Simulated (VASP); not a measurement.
# SnO2 (P6_3/mmc) in VASP: notebook, part 2 of 2

VASP 6.6.1. The steps go on from the part before.

## (3) Single point, PBE+D3(BJ) (15.07 Å³/atom)

Input file INCAR:

```
PREC = Accurate
ENCUT = 520
EDIFF = 1E-6
ISMEAR = 0
SIGMA = 0.05
LREAL = False
LASPH = True
NELM = 80
ALGO = Normal
ISIF = 2
LWAVE = False
LCHARG = False
GGA = PE
IVDW = 12
NBANDS = 35
```

Input file KPOINTS:

```
regular mesh
0
Gamma
  12 12 4
```

Input file POSCAR:

```
SnO2
1.0
    3.2110219306      0.0000000000      0.0000000000
   -1.6055109653      2.7808265640      0.0000000000
    0.0000000000      0.0000000000     10.1275631691
Sn O
2 4
Direct
    0.0000000000      0.0000000000      0.5000000000
    0.0000000000      0.0000000000      0.0000000000
    0.6666666667      0.3333333333      0.4017901367
    0.6666666667      0.3333333333      0.0982098633
    0.3333333333      0.6666666667      0.5982098633
    0.3333333333      0.6666666667      0.9017901367
```

Potentials or basis: VASP PAW PBE potentials, release 64 (Sn_d, O).

On the command line:

```bash
$ cat potpaw_PBE.64/Sn_d/POTCAR potpaw_PBE.64/O/POTCAR > POTCAR
$ mpirun -np 1 vasp_std > vasp.out
```

It took 3.5 min on 1 thread of Oxide Virtual Turin-like, shared host; peak memory 0.26 GiB.

It converged, with:

```
Free energy                : -37.2740 eV
Pressure                   : 2.3 GPa
Largest force              : 0.313 eV/Å
Band gap on the k mesh     : 2.02 eV (least direct gap 2.43 eV)
Dispersion energy per atom : -0.168 eV
```

Forces in eV/Å, atoms in the order of the input:
```
Sn   0.000  0.000  0.000
Sn   0.000  0.000  0.000
O    0.000  0.000 -0.313
O    0.000  0.000  0.313
O    0.000  0.000  0.313
O    0.000  0.000 -0.313
```

Stress tensor (GPa, compression positive):
```
2.23 0.00 0.00
0.00 2.23 0.00
0.00 0.00 2.47
```

Levels at points of the mesh, in eV from the valence-band top:
```
           k point  band 22  band 23  band 24  band 25  band 26  band 27  band 28  band 29  band 30  band 31
(0.00, 0.00, 0.00)    -1.05    -1.05    -1.00    -1.00    -0.40     2.02     2.98     5.37     5.88    10.69
(0.50, 0.00, 0.00)    -1.17    -0.69    -0.68    -0.61    -0.08     5.21     5.41     6.88     7.72     9.85
(0.00, 0.00, 0.50)    -1.02    -1.02    -1.02    -0.88    -0.88     2.52     2.52     5.64     5.64    10.83
(0.50, 0.00, 0.50)    -1.46    -0.64    -0.64    -0.34    -0.34     5.30     5.30     7.27     7.27    10.06
```

Caveat: spin-orbit coupling is left out, which moves the levels of the heavy elements. A k mesh can miss the band edges.

## (4) Single point, PBE+D3(BJ) (15.07 Å³/atom)

Edit INCAR of step 3 so:

```diff
@@ -2,3 +2,3 @@
 ENCUT = 520
-EDIFF = 1E-6
+EDIFF = 1E-7
 ISMEAR = 0
@@ -7,3 +7,3 @@
 LASPH = True
-NELM = 80
+NELM = 60
 ALGO = Normal
```

Input file KPOINTS:

```
Automatic mesh
0
Gamma
  12 12 4
```

Edit POSCAR of step 3 so:

```diff
@@ -2,5 +2,5 @@
 1.0
-    3.2110219306      0.0000000000      0.0000000000
-   -1.6055109653      2.7808265640      0.0000000000
-    0.0000000000      0.0000000000     10.1275631691
+    3.1263394621      0.0000000000      0.0000000000
+   -1.5631697310      2.7074893951      0.0000000000
+    0.0000000000      0.0000000000     10.6836398439
 Sn O
```

On the command line:

```bash
$ cat potpaw_PBE.64/Sn_d/POTCAR potpaw_PBE.64/O/POTCAR > POTCAR
$ mpirun -np 1 vasp_std > vasp.out
```

Wall time 4.7 min (1 thread of Oxide Virtual Turin-like, shared host); peak memory 0.26 GiB.

Results (log left out):

```yaml
Free_energy: -37.1271 eV
Pressure: 7.1 GPa
Largest_force: 0.162 eV/Å
Band_gap_on_the_k_mesh: 2.62 eV (least direct gap 3.03 eV)
Dispersion_energy_per_atom: -0.168 eV
```

Forces in eV/Å, atoms in the order of the input:
```
Sn   0.000  0.000  0.000
Sn   0.000  0.000  0.000
O    0.000  0.000 -0.162
O    0.000  0.000  0.162
O    0.000  0.000  0.162
O    0.000  0.000 -0.162
```

Stress tensor (GPa, compression positive):
```
10.49  0.00  0.00
 0.00 10.49  0.00
 0.00  0.00  0.38
```

Levels at points of the mesh, in eV from the valence-band top:
```tsv
k point	band 22	band 23	band 24	band 25	band 26	band 27	band 28	band 29	band 30	band 31
(0.00, 0.00, 0.00)	-0.69	-0.69	-0.66	-0.66	-0.41	2.62	3.40	5.84	6.17	10.68
(0.50, 0.00, 0.00)	-1.33	-0.49	-0.48	-0.45	-0.05	5.67	5.84	7.24	7.82	10.66
(0.00, 0.00, 0.50)	-0.78	-0.68	-0.68	-0.68	-0.68	3.02	3.02	6.01	6.01	10.73
(0.50, 0.00, 0.50)	-1.52	-0.47	-0.47	-0.25	-0.25	5.76	5.76	7.52	7.52	10.83
```

Caveat: the stress differs along the axes, from 0 to 10 GPa; spin-orbit coupling is left out, which moves the levels of the heavy elements. A k mesh can miss the band edges.

## (5) Single point, PBE+D3(BJ) (15.07 Å³/atom)

Input file INCAR:

```
SYSTEM = SnO2
  PREC = Accurate
  ENCUT = 520
  EDIFF = 1E-6
  ISMEAR = 0
  SIGMA = 0.05
  LREAL = .FALSE.
  LASPH = .TRUE.
  NELM = 100
  ALGO = Normal
  ISIF = 2
  LWAVE = .FALSE.
  LCHARG = .FALSE.
  GGA = PE
  IVDW = 12
  NBANDS = 35
```

Input file KPOINTS:

```
regular mesh
0
G
  12 12 4
  0 0 0
```

Edit POSCAR of step 4 so:

```diff
@@ -2,5 +2,5 @@
 1.0
-    3.1263394621      0.0000000000      0.0000000000
-   -1.5631697310      2.7074893951      0.0000000000
-    0.0000000000      0.0000000000     10.6836398439
+    3.2542045470      0.0000000000      0.0000000000
+   -1.6271022735      2.8182238069      0.0000000000
+    0.0000000000      0.0000000000      9.8605651980
 Sn O
```

On the command line:

```bash
$ cat potpaw_PBE.64/Sn_d/POTCAR potpaw_PBE.64/O/POTCAR > POTCAR
$ mpirun -np 1 vasp_std > vasp.out
```

It took 4.9 min on 1 thread of Oxide Virtual Turin-like, shared host; peak memory 0.27 GiB.

The run converged. Its results:

```yaml
Free_energy: -37.2326 eV
Pressure: 0.0 GPa
Largest_force: 0.348 eV/Å
Band_gap_on_the_k_mesh: 1.69 eV (least direct gap 2.10 eV)
Dispersion_energy_per_atom: -0.169 eV
```

Forces in eV/Å, atoms in the order of the input:
```
Sn   0.000  0.000  0.000
Sn   0.000  0.000  0.000
O    0.000  0.000 -0.348
O    0.000  0.000  0.348
O    0.000  0.000  0.348
O    0.000  0.000 -0.348
```

Stress tensor (GPa, compression positive):
```
-1.75  0.00  0.00
 0.00 -1.75  0.00
 0.00  0.00  3.48
```

Levels at points of the mesh, in eV from the valence-band top:
```csv
k point,band 23,band 24,band 25,band 26,band 27,band 28,band 29,band 30
"(0.00, 0.00, 0.00)",-1.23,-1.16,-1.16,-0.41,1.69,2.75,5.12,5.74
"(0.50, 0.00, 0.00)",-0.82,-0.78,-0.68,-0.10,4.95,5.17,6.61,7.60
"(0.00, 0.00, 0.50)",-1.19,-1.19,-0.95,-0.95,2.25,2.25,5.44,5.44
"(0.50, 0.00, 0.50)",-0.73,-0.73,-0.38,-0.38,5.05,5.05,7.06,7.06
```

Caveat: the stress differs along the axes, from -2 to 3 GPa; spin-orbit coupling is left out, which moves the levels of the heavy elements. A k mesh can miss the band edges.

## (6) Single point, PBE+D3(BJ) (15.38 Å³/atom)

This run uses another cell than the first one, of 15.38 Å³/atom.

Input file INCAR:

```
  PREC = Accurate
  ENCUT = 520
  EDIFF = 1E-6
  ISMEAR = 0
  SIGMA = 0.05
  LREAL = False
  LASPH = True
  NELM = 60
  ALGO = Normal
  ISIF = 2
  LWAVE = False
  LCHARG = False
  GGA = PE
  IVDW = 12
  NBANDS = 35
```

Input file KPOINTS:

```
Automatic mesh
0
Gamma
  12 12 4
```

Edit POSCAR of step 5 so:

```diff
@@ -2,5 +2,5 @@
 1.0
-    3.2542045470      0.0000000000      0.0000000000
-   -1.6271022735      2.8182238069      0.0000000000
-    0.0000000000      0.0000000000      9.8605651980
+    3.2543758574      0.0000000000      0.0000000000
+   -1.6271879287      2.8183721660      0.0000000000
+    0.0000000000      0.0000000000     10.0605775256
 Sn O
```

Potentials or basis: VASP PAW PBE potentials, release 64 (Sn_d, O).

On the command line:

```bash
$ cat potpaw_PBE.64/Sn_d/POTCAR potpaw_PBE.64/O/POTCAR > POTCAR
$ mpirun -np 1 vasp_std > vasp.out
```

OUTCAR:

```text
PREC = Accurate
   ENCUT = 520
   EDIFF = 1E-6
   ISMEAR = 0
   LREAL = False
   LASPH = True
   NELM = 60
   ISIF = 2
   GGA = PE
   IVDW = 12
 IVDW          = 12

 ion  position               nearest neighbor table
   1  0.000  0.000  0.500-   3 2.12   5 2.12   3 2.12   5 2.12   3 2.12   5 2.12
   2  0.000  0.000  0.000-   4 2.12   6 2.12   4 2.12   6 2.12   4 2.12   6 2.12
   3  0.667  0.333  0.402-   1 2.12   1 2.12   1 2.12
   4  0.667  0.333  0.098-   2 2.12   2 2.12   2 2.12
   5  0.333  0.667  0.598-   1 2.12   1 2.12   1 2.12
[... 1126 lines left out ...]
  -------------------------------------------------------------------------------------
  Total      -1.76922    -1.76922     0.74268     0.00000     0.00000     0.00000
  in kB     -30.71867   -30.71867    12.89511     0.00000     0.00000     0.00000
  external pressure =      -16.18 kB  Pullay stress =        0.00 kB

 VOLUME and BASIS-vectors are now :
 -----------------------------------------------------------------------------
  energy-cutoff  :      520.00
  volume of cell :       92.28
      direct lattice vectors                 reciprocal lattice vectors
     3.254375857  0.000000000  0.000000000     0.307278582  0.177407372  0.000000000
    -1.627187929  2.818372166  0.000000000     0.000000000  0.354814745  0.000000000
     0.000000000  0.000000000 10.060577526     0.000000000  0.000000000  0.099397872

 POSITION                                       TOTAL-FORCE (eV/Angst)
 -----------------------------------------------------------------------------------
      0.00000      0.00000      5.03029         0.000000      0.000000     -0.000000
      0.00000      0.00000      0.00000         0.000000      0.000000     -0.000000
      1.62719      0.93946      4.04224         0.000000      0.000000     -0.115637
      1.62719      0.93946      0.98805         0.000000      0.000000      0.115637
     -0.00000      1.87891      6.01834        -0.000000     -0.000000      0.115637
     -0.00000      1.87891      9.07253        -0.000000     -0.000000     -0.115637
 -----------------------------------------------------------------------------------
    total drift:                               -0.000000      0.000000     -0.000000

  FREE ENERGIE OF THE ION-ELECTRON SYSTEM (eV)
  ---------------------------------------------------
  free  energy   TOTEN  =       -37.2618456881 eV

  energy  without entropy=      -37.2618456881  energy(sigma->0) =      -37.26184569
```

Wall time 3.9 min (1 thread of Oxide Virtual Turin-like, shared host); peak memory 0.27 GiB.

Results:

- Free energy: -37.2618 eV
- Pressure: -1.6 GPa
- Largest force: 0.116 eV/Å
- Band gap on the k mesh: 1.74 eV (least direct gap 2.12 eV)
- Dispersion energy per atom: -0.165 eV

Forces in eV/Å, atoms in the order of the input:
```
Sn   0.000  0.000  0.000
Sn   0.000  0.000  0.000
O    0.000  0.000 -0.116
O    0.000  0.000  0.116
O    0.000  0.000  0.116
O    0.000  0.000 -0.116
```

Stress tensor (GPa, compression positive):
```
-3.07  0.00  0.00
 0.00 -3.07  0.00
 0.00  0.00  1.29
```

Levels at points of the mesh, in eV from the valence-band top:
```
           k point  band 23  band 24  band 25  band 26  band 27  band 28  band 29  band 30
(0.00, 0.00, 0.00)    -1.13    -1.08    -1.08    -0.38     1.74     2.72     5.15     5.70
(0.50, 0.00, 0.00)    -0.73    -0.73    -0.65    -0.09     4.90     5.10     6.66     7.53
(0.00, 0.00, 0.50)    -1.11    -1.11    -0.87    -0.87     2.26     2.26     5.43     5.43
(0.50, 0.00, 0.50)    -0.69    -0.69    -0.35    -0.35     5.00     5.00     7.06     7.06
```

Caveat: spin-orbit coupling is left out, which moves the levels of the heavy elements.

## (7) Summary

| cell | gap on the mesh (eV) | pressure (GPa) | largest force (eV/Å) |
| --- | --- | --- | --- |
| a = 3.168, b = 3.168, c = 10.402 Å, angles 90.0, 90.0, 120.0°, 6 atoms | 2.33 | 4.7 | 0.25 |
| a = 3.211, b = 3.211, c = 10.128 Å, angles 90.0, 90.0, 120.0°, 6 atoms | 2.02 | 2.3 | 0.31 |
| a = 3.126, b = 3.126, c = 10.684 Å, angles 90.0, 90.0, 120.0°, 6 atoms | 2.62 | 7.1 | 0.16 |
| a = 3.254, b = 3.254, c = 9.861 Å, angles 90.0, 90.0, 120.0°, 6 atoms | 1.69 | 0.0 | 0.35 |
| a = 3.254, b = 3.254, c = 10.061 Å, angles 90.0, 90.0, 120.0°, 6 atoms | 1.74 | -1.6 | 0.12 |

Alike in all rows: task single point; level PBE+D3(BJ); potentials or basis VASP PAW PBE potentials, release 64 (Sn_d, O); no spin polarisation; k mesh 12 × 12 × 4; cutoff (eV) 520; smearing gaussian 0.05 eV.

Caveats: spin-orbit coupling is left out, which moves the levels of the heavy elements; the cell stands under pressure (at least some runs); the stress differs along the axes, from 0 to 10 GPa (at least some runs); the stress differs along the axes, from -2 to 3 GPa (at least some runs).

Absolute energies hang on the potentials; compare differences alone.
